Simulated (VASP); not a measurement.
V:

```
CELL_PARAMETERS angstrom
-1.51435 1.51435 1.51435
1.51435 -1.51435 1.51435
1.51435 1.51435 -1.51435
ATOMIC_POSITIONS crystal
V 0.00000 0.00000 0.00000
```

* Program: VASP 6.6.1
* Task: relaxation of cell and atoms
* Functional: PBE
* Potentials or basis: VASP PAW PBE potentials, release 64 (V_sv)
* Cutoff: 600 eV
* k mesh: 12 × 12 × 12
* Occupations: fermi-dirac, width 0.05 eV
* Spin: collinear spin, ferromagnetic start
* Starting moments: [2.0] μB

At the start: pressure -5.2 GPa; volume 13.89 Å³/atom.

Task: Where does the relaxation end?

Result: Over 3 steps the energy falls by 7.0 meV/atom and the volume is 13.47 Å³/atom (-3.0 %); space group Im-3m (No. 229, to 0.05 Å); moment 0.00 μB per cell.

The path:
```tsv
step	energy change (eV)	largest force (eV/Å)	pressure (GPa)	volume (Å³)
1	0.0000	0.0000	-5.22	13.89
2	0.0026	0.0000	6.82	13.00
3	-0.0070	0.0000	-0.05	13.47
```

Final structure:
```
V
1.0
    -1.49898    1.49898    1.49898
     1.49898   -1.49898    1.49898
     1.49898    1.49898   -1.49898
V
1
Direct
  0.00000 0.00000 0.00000
```
